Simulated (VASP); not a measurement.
Input of a VASP 6.6.1 run:

Contents of POSCAR:

```
In2Sb
1.0
    5.2461164848      0.0000000000      0.0000000000
   -2.6230582424      4.5432701471      0.0000000000
    0.0000000000      0.0000000000      6.8702771397
In Sb
4 2
Direct
    0.6666666667      0.3333333333      0.2500000000
    0.3333333333      0.6666666667      0.7500000000
    0.0000000000      0.0000000000      0.5000000000
    0.0000000000      0.0000000000      0.0000000000
    0.6666666667      0.3333333333      0.7500000000
    0.3333333333      0.6666666667      0.2500000000
```

The input INCAR.step1:

```
  PREC = Accurate
  ENCUT = 520
  ISMEAR = 0
  SIGMA = 0.15
  LREAL = F
  LASPH = T
  NELM = 80
  NBANDS = 40
  GGA = PE
  ALGO = Normal
  EDIFF = 1E-4
  LWAVE = T
  LCHARG = F
```

The input INCAR.step2:

```
  PREC = Accurate
  ENCUT = 520
  EDIFF = 1E-6
  ISMEAR = 0
  SIGMA = 0.15
  LREAL = F
  LASPH = T
  NELM = 80
  ALGO = Normal
  ISIF = 2
  LWAVE = F
  LCHARG = T
  METAGGA = R2SCAN
  LMIXTAU = T
  LELF = T
  LVHAR = T
  NBANDS = 40
  ISTART = 1
```

Contents of KPOINTS:

```
regular mesh
0
Gamma
  12 12 8
```

Potentials or basis: VASP PAW PBE potentials, release 64 (In_d, Sb).

Launch:

```sh
$ cat potpaw_PBE.64/In_d/POTCAR potpaw_PBE.64/Sb/POTCAR > POTCAR
$ cp INCAR.step1 INCAR
$ mpirun -np 1 vasp_std > vasp.out
$ cp INCAR.step2 INCAR
$ mpirun -np 1 vasp_std > vasp.out
```

(1) Predict the pressure.

(2) Estimate the band gap on the k mesh.

Answers

(1) 0.8 GPa.

(2) zero (bands 31 and 32 overlap by 2.03 eV).

Caveat: the PAW data sets were made with another functional, which shifts forces and pressure a little; spin-orbit coupling is left out, which moves the levels of the heavy elements.
